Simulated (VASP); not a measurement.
A run of VASP 6.6.1 is set up as follows.

The input INCAR:

```
PREC     = Accurate       # precision mode
ENCUT    = 600            # plane-wave cutoff, eV
EDIFF    = 1E-6           # SCF threshold, eV
ISMEAR   = -1             # smearing method
SIGMA    = 0.15           # smearing width, eV
LREAL    = F              # projectors in reciprocal space
LASPH    = T              # aspherical terms in the spheres
NELM     = 100            # most SCF steps
ALGO     = Normal         # electronic algorithm
ISIF     = 3              # what is computed and relaxed
LWAVE    = F              # write WAVECAR
LCHARG   = F              # write CHGCAR
GGA      = PS             # functional
IBRION   = 2              # ionic algorithm
NSW      = 80             # ionic steps
EDIFFG   = -0.001         # ionic threshold
```

KPOINTS

```
regular mesh
0
Gamma
  6 6 6
```

The input POSCAR:

```
ZrSi7
1.0
    5.6007267216      0.0000000000      0.0000000000
    0.0000000000      5.6007267216      0.0000000000
    0.0000000000      0.0000000000      5.6007267216
Zr Si
1 7
Direct
    0.0000000000      0.0000000000      0.0000000000
    0.2662141091      0.2662141091      0.2662141091
    0.0000000000      0.5000000000      0.5000000000
    0.5000000000      0.5000000000      0.0000000000
    0.5000000000      0.0000000000      0.5000000000
    0.7337858909      0.2662141091      0.7337858909
    0.7337858909      0.7337858909      0.2662141091
    0.2662141091      0.7337858909      0.7337858909
```

Potentials or basis: VASP PAW PBE potentials, release 64 (Zr_sv, Si).

Run with:

```console
$ cat potpaw_PBE.64/Zr_sv/POTCAR potpaw_PBE.64/Si/POTCAR > POTCAR
$ mpirun -np 1 vasp_std > vasp.out
```

(1) Estimate the relaxed volume.

(2) What does it give for the space group after relaxing (to 0.1 Å)?

Answers

(1) 21.97 Å³/atom.

(2) P-43m (No. 215).

Caveat: the PAW data sets were made with another functional, which shifts forces and pressure a little.
